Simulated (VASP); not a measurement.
Here is a VASP 6.6.1 calculation.

The input INCAR:

```
PREC     = Accurate       # precision mode
ENCUT    = 520            # plane-wave cutoff, eV
EDIFF    = 1E-6           # SCF threshold, eV
ISMEAR   = 0              # smearing method
SIGMA    = 0.05           # smearing width, eV
LREAL    = F              # projectors in reciprocal space
LASPH    = T              # aspherical terms in the spheres
NELM     = 60             # most SCF steps
ALGO     = Normal         # electronic algorithm
ISIF     = 2              # what is computed and relaxed
LWAVE    = F              # write WAVECAR
LCHARG   = F              # write CHGCAR
GGA      = PS             # functional
NBANDS   = 11             # bands
```

KPOINTS

```
regular mesh
0
Gamma
  6 6 8
```

File POSCAR:

```
Sr
1.0
   11.3676920863      0.0000000000      0.0000000000
   -5.6838460432      9.8447101291      0.0000000000
    0.0000000000      0.0000000000      4.7066715283
Sr
1
Direct
    0.0000000000      0.0000000000      0.0000000000
```

Potentials or basis: VASP PAW PBE potentials, release 64 (Sr_sv).

Run with:

```console
$ cat potpaw_PBE.64/Sr_sv/POTCAR > POTCAR
$ mpirun -np 1 vasp_std > vasp.out
```

**Question.** Predict the band gap on the k mesh.

**Answer.** 0.46 eV (least direct gap 0.47 eV).

**Question.** Predict the pressure.

**Answer.** 0.0 GPa.

Stress tensor (GPa, compression positive):
```
 0.00  0.00  0.00
 0.00  0.00  0.00
 0.00  0.00 -0.13
```

Caveat: the cell differs from its parent crystal (strained); the PAW data sets were made with another functional, which shifts forces and pressure a little. A k mesh can miss the band edges.
